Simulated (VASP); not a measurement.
# Pb in VASP: a series of runs

Runs on Pb. Level: PBE. Tasks: single point.

Everything below comes from runs of VASP 6.6.1. Logs are shortened: lines on timing, memory, paths and dates and some standing lists are left out, and cuts for length are marked.

**1. The cell of the first run**

The cell holds a sheet with vacuum, 2 atoms: a = 5.161 Å, b = 5.161 Å, c = 23.800 Å, α = 90.00°, β = 90.00°, γ = 120.00°.

**2. Single point, PBE**

Contents of INCAR:

```
PREC = Accurate ; ENCUT = 520
EDIFF = 1E-7 ; ISMEAR = 0
SIGMA = 0.1 ; LREAL = F
LASPH = T ; NELM = 100
ALGO = Normal ; ISIF = 2
LWAVE = F ; LCHARG = T
LDIPOL = T ; IDIPOL = 3
DIPOL = 0.5 0.5 0.294 ; GGA = PE
LELF = T ; LVHAR = T
LVACPOTAV = T ; NBANDS = 21
```

Contents of KPOINTS:

```
Automatic mesh
0
Gamma
  12 12 1
```

Contents of POSCAR:

```
Pb
1.0
    5.1611331284      0.0000002765      0.0000000000
   -2.5805668036      4.4696722633      0.0000000000
    0.0000000000      0.0000000000     23.8000000000
Pb
2
Direct
    0.6666666667      0.3333333333      0.2941176471
    0.3333333333      0.6666666667      0.2941176471
```

Potentials or basis: VASP PAW PBE potentials, release 64 (Pb_d).

Started as:

```
$ cat potpaw_PBE.64/Pb_d/POTCAR > POTCAR
$ mpirun -np 1 vasp_std > vasp.out
```

OUTCAR:

```text
PREC = Accurate
   ENCUT = 520
   EDIFF = 1E-7
   ISMEAR = 0
   LREAL = F
   LASPH = T
   NELM = 100
   ISIF = 2
   GGA = PE

 ion  position               nearest neighbor table
   1  0.667  0.333  0.294-   2 2.98   2 2.98   2 2.98
   2  0.333  0.667  0.294-   1 2.98   1 2.98   1 2.98

  LATTYP: Found a hexagonal cell.
 ALAT       =     5.1611331284
 C/A-ratio  =     4.6113904462

  Lattice vectors:

 A1 = (   5.1611331284,   0.0000002765,   0.0000000000)
 A2 = (  -2.5805668036,   4.4696722633,   0.0000000000)
 A3 = (   0.0000000000,   0.0000000000,  23.8000000000)

Analysis of symmetry for initial positions (statically):
=====================================================================
 Subroutine PRICEL returns:
 Original cell was already a primitive cell.

 Routine SETGRP: Setting up the symmetry group for a
 hexagonal supercell.

 Subroutine GETGRP returns: Found 24 space group operations
 (whereof 12 operations were pure point group operations)
 out of a pool of 24 trial point group operations.

The static configuration has the point symmetry C_6v.
 The point group associated with its full space group is D_6h.

Analysis of symmetry for dynamics (positions and initial velocities):
=====================================================================
 Subroutine PRICEL returns:
 Original cell was already a primitive cell.

 Routine SETGRP: Setting up the symmetry group for a
 hexagonal supercell.

 Subroutine GETGRP returns: Found 24 space group operations
 (whereof 12 operations were pure point group operations)
 out of a pool of 24 trial point group operations.

The dynamic configuration has the point symmetry C_6v.
 The point group associated with its full space group is D_6h.

 Subroutine INISYM returns: Found 24 space group operations
 (whereof 12 operations are pure point group operations),
 and found     1 'primitive' translations

----------------------------------------------------------------------------------------

                                     Primitive cell

  volume of cell :     549.0321

  direct lattice vectors                    reciprocal lattice vectors
     5.161133128  0.000000277  0.000000000     0.193755895  0.111865032  0.000000000
    -2.580566804  4.469672263  0.000000000    -0.000000012  0.223730043  0.000000000
     0.000000000  0.000000000 23.800000000     0.000000000  0.000000000  0.042016807

  length of vectors
[... 80 lines left out ...]
   IBRION =     -1    ionic relax: 0-MD 1-quasi-New 2-CG
   NFREE  =      0    steps in history (QN), initial steepest desc. (CG)
   ISIF   =      2    stress and relaxation
   ISYM   =      2    0-nonsym 1-usesym 2-fastsym
   POTIM  = 0.5000    time-step for ionic-motion
   TEBEG  =    0.0;   TEEND  =   0.0 temperature during run
   PSTRESS=    0.0 pullay stress
   NELECT =      28.0000    total number of electrons
   NUPDOWN=      -1.0000    fix difference up-down
   EMIN   =  10.00;   EMAX   =-10.00  energy-range for DOS
   EFERMI =   0.00;   METHOD = LEGACY
   ISMEAR =     0;   SIGMA  =   0.10  broadening in eV -4-tet -1-fermi 0-gaus
   EFERMI_NEDOS =   21; number of points for ismear=-14 and -15
   IALGO  =     38    algorithm
   IMIX   =      4    mixing-type and parameters
     AMIX     =   0.40;   BMIX     =  1.00
     AMIX_MAG =   1.60;   BMIX_MAG =  1.00
  volume/ion in A,a.u.               =     274.52      1852.53
  Fermi-wavevector in a.u.,A,eV,Ry     =   0.607102  1.147256  5.014737  0.368573
  Thomas-Fermi vector in A             =   1.661440
   LORBIT       =      0    0 simple, 1 ext, 2 COOP (PROOUT), +10 PAW based schemes
   GGA     = PE    functional components
   LHFCALC =     F    Hartree Fock is set to
   AEXX    =    0.0000 exact exchange contribution
   IVDW    =     0    specifies the selected vdW correction
   LEPSILON=     F    determine dielectric tensor
   LRPA    =     F    only Hartree local field effects (RPA)
 non-spin polarized calculation
 Gauss-broadening in eV      SIGMA  =   0.10
  energy-cutoff  :      520.00
  volume of cell :      549.03
 maximum number of plane-waves:     14859
 NGX is ok and might be reduce to    40
   NGX = 19   NGY = 19   NGZ = 89

 dipolmoment           0.000000      0.000000     -0.000000 electrons x Angstroem

 number of electron      28.0000003 magnetization

 dipolmoment           0.000000      0.000000      0.000000 electrons x Angstroem

 Free energy of the ion-electron system (eV)
  ---------------------------------------------------
  ext. energy  EPLUGINS =         0.00000000
  ---------------------------------------------------
  free energy    TOTEN  =        -5.55240449 eV

  energy without entropy =       -5.53467287  energy(sigma->0) =       -5.54353868

 E-fermi :  -3.0480     XC(G=0):  -1.7961

 val. band max:       -3.0828975388   @ k =   0.5000   0.0000   0.0000
 cond. band min:      -3.0400956079   @ k =   0.5000   0.0000   0.0000
 fundamental gap:      0.0428019310
 Fermi energy:        -3.0479980545

 k-point     1 :       0.0000    0.0000    0.0000
  band No.  band energies     occupation
      1     -20.1977      2.00000
      2     -20.1422      2.00000
      3     -20.1422      2.00000
      4     -20.0671      2.00000
      5     -20.0671      2.00000
      6     -19.8745      2.00000
[... 445 lines left out ...]
     20       2.5786      0.00000
     21       2.5786      0.00000

------------------------ aborting loop because EDIFF is reached ----------------------------------------

 vacuum level on the upper side and lower side of the slab       (xc-potential included)        -0.089        -0.089

  FORCE on cell =-STRESS in cart. coord.  units (eV):
  Direction    XX          YY          ZZ          XY          YZ          ZX
  --------------------------------------------------------------------------------------
  -------------------------------------------------------------------------------------
  Total       -0.0580192     -0.0580192     -0.0302654     -0.0000000      0.0000000      0.0000000
  in kB       -0.1693109     -0.1693109     -0.0883199     -0.0000000      0.0000000      0.0000000
  external PRESSURE =      -0.1423139 kB  Pullay stress =       0.0000000 kB

 VOLUME and BASIS-vectors are now :
 -----------------------------------------------------------------------------
  energy-cutoff  :      520.00
  volume of cell :      549.03
      direct lattice vectors                 reciprocal lattice vectors
     5.161133128  0.000000277  0.000000000     0.193755895  0.111865032  0.000000000
    -2.580566804  4.469672263  0.000000000    -0.000000012  0.223730043  0.000000000
     0.000000000  0.000000000 23.800000000     0.000000000  0.000000000  0.042016807

 POSITION                                       TOTAL-FORCE (eV/Angst)
 -----------------------------------------------------------------------------------
      2.58057      1.48989      7.00000         0.000000      0.000000     -0.000000
     -0.00000      2.97978      7.00000        -0.000000     -0.000000      0.000000
 -----------------------------------------------------------------------------------
    total drift:                                0.000000      0.000000      0.000089

  FREE ENERGIE OF THE ION-ELECTRON SYSTEM (eV)
  ---------------------------------------------------
  free  energy   TOTEN  =        -5.5524044897 eV

  energy  without entropy=       -5.5346728750  energy(sigma->0) =       -5.54353868

 vacuum level on the upper side and lower side of the slab         1.300         1.300
```

OSZICAR:

```text
N       E                     dE             d eps       ncg     rms          rms(c)
DAV:   1     0.225460330124E+03    0.22546E+03   -0.10631E+04  1014   0.924E+02
DAV:   2     0.132819294617E+02   -0.21218E+03   -0.20951E+03   888   0.301E+02
DAV:   3    -0.493108464705E+01   -0.18213E+02   -0.18117E+02  1008   0.113E+02
DAV:   4    -0.556835177806E+01   -0.63727E+00   -0.63547E+00   853   0.296E+01
[... 11 lines left out ...]
DAV:  16    -0.555239257173E+01   -0.15239E-04   -0.40318E-07   716   0.689E-03    0.319E-04
DAV:  17    -0.555240258031E+01   -0.10009E-04   -0.25893E-07   691   0.106E-03    0.216E-04
DAV:  18    -0.555240418578E+01   -0.16055E-05   -0.29371E-08   709   0.143E-03    0.542E-05
DAV:  19    -0.555240444613E+01   -0.26035E-06    0.10972E-09   553   0.478E-04    0.209E-05
DAV:  20    -0.555240448968E+01   -0.43551E-07    0.53212E-09   528   0.227E-04
   1 F= -.55524045E+01 E0= -.55435387E+01  d E =-.177316E-01
```

stdout:

```text
POSCAR found type information on POSCAR Pb
 POSCAR found :  1 types and       2 ions
 scaLAPACK will be used
 LDA part: xc-table for (Slater+PW92), standard interpolation
 POSCAR, INCAR and KPOINTS ok, starting setup
 FFT: planning ... GRIDC
 FFT: planning ... GRID_SOFT
 FFT: planning ... GRID
 WAVECAR not read
 entering main loop
```

Wall time 6.7 min (1 thread of Intel Xeon Platinum 8259CL at 2.50GHz (Skylake/Cascade Lake), shared host); peak memory 0.68 GiB.

What came out:

```
Free energy                     : -5.5524 eV
Band gap on the k mesh          : zero (band 14 reaches -2.44 eV, above the bottom of band 15 at -3.72 eV)
Work function of the upper face : 4.35 eV
Work function of the lower face : 4.35 eV
```

Caveat: spin-orbit coupling is left out, which moves the levels of the heavy elements.

(Continued in part 2 of 2.)
